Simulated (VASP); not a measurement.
Here is a VASP 6.6.1 calculation.

Contents of POSCAR:

```
Cd
1.0
    2.9449860476      0.0000000000      0.0000000000
    0.0000000000      2.9449860476      0.0000000000
    0.0000000000      0.0000000000      2.9449860476
Cd
1
Direct
    0.0000000000      0.0000000000      0.0000000000
```

The input INCAR.step1:

```
SYSTEM = Cd
  PREC = Accurate
  ENCUT = 520
  ISMEAR = 0
  SIGMA = 0.1
  LREAL = .False.
  LASPH = .True.
  NELM = 60
  NBANDS = 12
  GGA = PE
  ALGO = Normal
  EDIFF = 1E-4
  LWAVE = .True.
  LCHARG = .False.
```

INCAR.step2

```
SYSTEM = Cd
  PREC = Accurate
  ENCUT = 520
  EDIFF = 1E-6
  ISMEAR = 0
  SIGMA = 0.1
  LREAL = .False.
  LASPH = .True.
  NELM = 60
  ALGO = Normal
  ISIF = 2
  LWAVE = .False.
  LCHARG = .False.
  METAGGA = R2SCAN
  LMIXTAU = .True.
  NBANDS = 12
  ISTART = 1
```

File KPOINTS:

```
Automatic mesh
0
Gamma
  18 18 18
  0 0 0
```

Potentials or basis: VASP PAW PBE potentials, release 64 (Cd).

Command:

```sh
$ cat potpaw_PBE.64/Cd/POTCAR > POTCAR
$ cp INCAR.step1 INCAR
$ mpirun -np 1 vasp_std > vasp.out
$ cp INCAR.step2 INCAR
$ mpirun -np 1 vasp_std > vasp.out
```

(1) Estimate the band gap on the k mesh.

(2) Predict the pressure.

## Answers

(1) zero (bands 6 and 7 overlap by 7.05 eV).

(2) 0.3 GPa.

Caveat: the PAW data sets were made with another functional, which shifts forces and pressure a little.
